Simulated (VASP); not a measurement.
Here is a VASP 6.6.1 calculation.

POSCAR

```
SbPt
1.0
    4.3331452782      0.0000000000      0.0000000000
   -2.1665726391      3.7526138892      0.0000000000
    0.0000000000      0.0000000000      5.6552344593
Sb Pt
2 2
Direct
    0.3333333333      0.6666666667      0.2500000000
    0.6666666667      0.3333333333      0.7500000000
    0.0000000000      0.0000000000      0.0000000000
    0.0000000000      0.0000000000      0.5000000000
```

INCAR.step1

```
SYSTEM = SbPt
PREC     = Accurate       ! precision mode
ENCUT    = 520            ! plane-wave cutoff, eV
ISMEAR   = 0              ! smearing method
SIGMA    = 0.1            ! smearing width, eV
LREAL    = .False.        ! projectors in reciprocal space
LASPH    = .True.         ! aspherical terms in the spheres
NELM     = 60             ! most SCF steps
NBANDS   = 23             ! bands
GGA      = PE             ! functional
ALGO     = Normal         ! electronic algorithm
EDIFF    = 1E-4           ! SCF threshold, eV
LWAVE    = .True.         ! write WAVECAR
LCHARG   = .False.        ! write CHGCAR
```

The input INCAR.step2:

```
SYSTEM = SbPt
PREC     = Accurate       ! precision mode
ENCUT    = 520            ! plane-wave cutoff, eV
EDIFF    = 1E-6           ! SCF threshold, eV
ISMEAR   = 0              ! smearing method
SIGMA    = 0.1            ! smearing width, eV
LREAL    = .False.        ! projectors in reciprocal space
LASPH    = .True.         ! aspherical terms in the spheres
NELM     = 60             ! most SCF steps
ALGO     = Normal         ! electronic algorithm
ISIF     = 2              ! what is computed and relaxed
LWAVE    = .False.        ! write WAVECAR
LCHARG   = .True.         ! write CHGCAR
METAGGA  = R2SCAN         ! meta-GGA
LMIXTAU  = .True.       
LELF     = .True.         ! ELF
LVHAR    = .True.       
NBANDS   = 23             ! bands
ISTART   = 1
```

Contents of KPOINTS:

```
regular mesh
0
Gamma
  12 12 8
  0 0 0
```

Potentials or basis: VASP PAW PBE potentials, release 64 (Sb, Pt).

Run with:

```console
$ cat potpaw_PBE.64/Sb/POTCAR potpaw_PBE.64/Pt/POTCAR > POTCAR
$ cp INCAR.step1 INCAR
$ mpirun -np 1 vasp_std > vasp.out
$ cp INCAR.step2 INCAR
$ mpirun -np 1 vasp_std > vasp.out
```

Estimate the pressure.

-10.4 GPa.

What does it give for the band gap on the k mesh?

Zero (bands 15 and 16 overlap by 3.73 eV).

Caveat: the cell stands under tension; the PAW data sets were made with another functional, which shifts forces and pressure a little; spin-orbit coupling is left out, which moves the levels of the heavy elements.
